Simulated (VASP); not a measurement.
# TiO2: single point with PBEsol

Crystal: TiO2.

```
CELL_PARAMETERS angstrom
-1.89210 1.89210 4.75730
1.89210 -1.89210 4.75730
1.89210 1.89210 -4.75730
ATOMIC_POSITIONS crystal
Ti 0.00000 0.00000 0.00000
Ti 0.75000 0.25000 0.50000
O 0.20810 0.20810 0.00000
O 0.95810 0.45810 0.50000
O 0.54190 0.04190 0.50000
O 0.79190 0.79190 0.00000
```

```yaml
Program: VASP 6.6.1
Task: single point
Functional: PBEsol
Potentials_or_basis: VASP PAW PBE potentials, release 64 (Ti_sv, O)
Cutoff: 520 eV
k_mesh: 8 × 8 × 8
Occupations: methfessel-paxton, width 0.02 eV
Spin: no spin polarisation
```

| Item | Value |
| --- | --- |
| Pressure | -0.4 GPa |
| Largest force | 0.012 eV/Å |
| Band gap on the k mesh | 2.09 eV (least direct gap 2.40 eV) |

Forces on the atoms (eV/Å):
```
Ti   0.000  0.000  0.000
Ti   0.000  0.000  0.000
O    0.000  0.000  0.012
O    0.000  0.000  0.012
O    0.000  0.000 -0.012
O    0.000  0.000 -0.012
```

Stress tensor (GPa, compression positive):
```
-0.70  0.00  0.00
 0.00 -0.70  0.00
 0.00  0.00  0.29
```

Levels at points of the mesh, in eV from the valence-band top:
| k point | band 20 | band 21 | band 22 | band 23 | band 24 | band 25 | band 26 | band 27 | band 28 | band 29 |
| --- | --- | --- | --- | --- | --- | --- | --- | --- | --- | --- |
| (0.00, 0.00, 0.00) | -0.73 | -0.73 | -0.73 | -0.44 | -0.44 | 2.09 | 2.86 | 4.01 | 4.01 | 4.04 |
| (0.50, 0.00, 0.00) | -1.96 | -1.96 | -0.93 | -0.81 | -0.60 | 3.24 | 3.56 | 3.58 | 3.69 | 4.32 |
| (0.50, 0.50, 0.00) | -2.64 | -2.06 | -2.06 | 0.00 | 0.00 | 3.36 | 3.36 | 3.85 | 3.85 | 4.94 |
| (0.50, 0.50, 0.50) | -1.33 | -1.24 | -1.24 | -0.08 | -0.08 | 2.46 | 2.46 | 3.79 | 3.79 | 4.27 |

Run time: 8.8 min on 1 thread of Intel Xeon 8259CL, on a shared host, peak memory 0.32 GiB.

Caveat: the PAW data sets were made with another functional, which shifts forces and pressure a little. A k mesh can miss the band edges.
